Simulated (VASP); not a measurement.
Here is a VASP 6.6.1 calculation.

The input INCAR:

```
SYSTEM = ZnS
ALGO     = Normal         ! electronic algorithm
EDIFF    = 1E-6           ! SCF threshold, eV
ENCUT    = 500            ! plane-wave cutoff, eV
GGA      = PE             ! functional
GGA_COMPAT= .FALSE.      
ISIF     = 2              ! what is computed and relaxed
ISMEAR   = 0              ! smearing method
LASPH    = .TRUE.         ! aspherical terms in the spheres
LCHARG   = .TRUE.         ! write CHGCAR
LELF     = .TRUE.         ! ELF
LREAL    = .FALSE.        ! projectors in reciprocal space
LVHAR    = .TRUE.       
LWAVE    = .FALSE.        ! write WAVECAR
NBANDS   = 26             ! bands
NELM     = 120            ! most SCF steps
PREC     = Accurate       ! precision mode
SIGMA    = 0.02           ! smearing width, eV
```

Contents of KPOINTS:

```
k-points
0
G
  12 12 6
  0 0 0
```

File POSCAR:

```
ZnS
1.0
    3.8110000000      0.0000000000      0.0000000000
   -1.9055000000      3.3004228138      0.0000000000
    0.0000000000      0.0000000000      6.2340000000
Zn S
2 2
Direct
    0.3333333333      0.6666666667      0.0000000000
    0.6666666667      0.3333333333      0.5000000000
    0.3333333333      0.6666666667      0.3850000000
    0.6666666667      0.3333333333      0.8850000000
```

Potentials or basis: VASP PAW PBE potentials, release 64 (Zn, S).

The run is started by

```bash
$ cat potpaw_PBE.64/Zn/POTCAR potpaw_PBE.64/S/POTCAR > POTCAR
$ mpirun -np 1 vasp_std > vasp.out
```

Q: What does it give for the largest force?

A: 0.323 eV/Å.

Q: Predict the band gap on the k mesh.

A: 2.25 eV.

Q: Estimate the pressure.

A: 2.5 GPa.

Stress tensor (GPa, compression positive):
```
3.17 0.00 0.00
0.00 3.17 0.00
0.00 0.00 1.11
```

A k mesh can miss the band edges. Expect the measured gap to be larger: semilocal functionals such as PBE lack the derivative discontinuity.
